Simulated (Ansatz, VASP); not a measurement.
# PbO2 in VASP and in Ansatz

```
Pb O
1.0
     0.00000    2.72901    2.70199
     2.72901    0.00000    2.70199
     2.72901    2.72901    0.00000
Pb O
1 2
Direct
  0.00000 0.00000 0.00000
  0.75000 0.75000 0.75000
  0.25000 0.25000 0.25000
```

Alike in both runs: task single point; functional PBEsol; k mesh 7 × 7 × 7; occupations fermi-dirac, width 0.05 eV; no spin polarisation.

|  | VASP | Ansatz |
| --- | --- | --- |
| version | VASP 6.6.1 | Ansatz 0.2.0 |
| potentials or method | VASP PAW PBE potentials, release 64 (Pb_d, O) | Ansatz PAW |
| plane-wave cutoff (eV) | 520 | 420 |
| valence electrons in the cell | 26 | 26 |

|  | VASP | Ansatz | Ansatz less VASP |
| --- | --- | --- | --- |
| gap on the k mesh at the Fermi level (eV) | none | none | - |
| pressure (GPa) | -7.8 | -8.0 | -0.17 |
| traceless stress, the component that is largest in VASP (GPa) | 1.40 | 1.41 | +0.013 |

VASP's potentials were made for PBE, not for PBEsol. A gap of «none» marks a metal or a gap that the smearing closes. The functional is the same, so the differences come from potentials, cutoffs and numerics.

Neither program's run includes spin-orbit coupling.
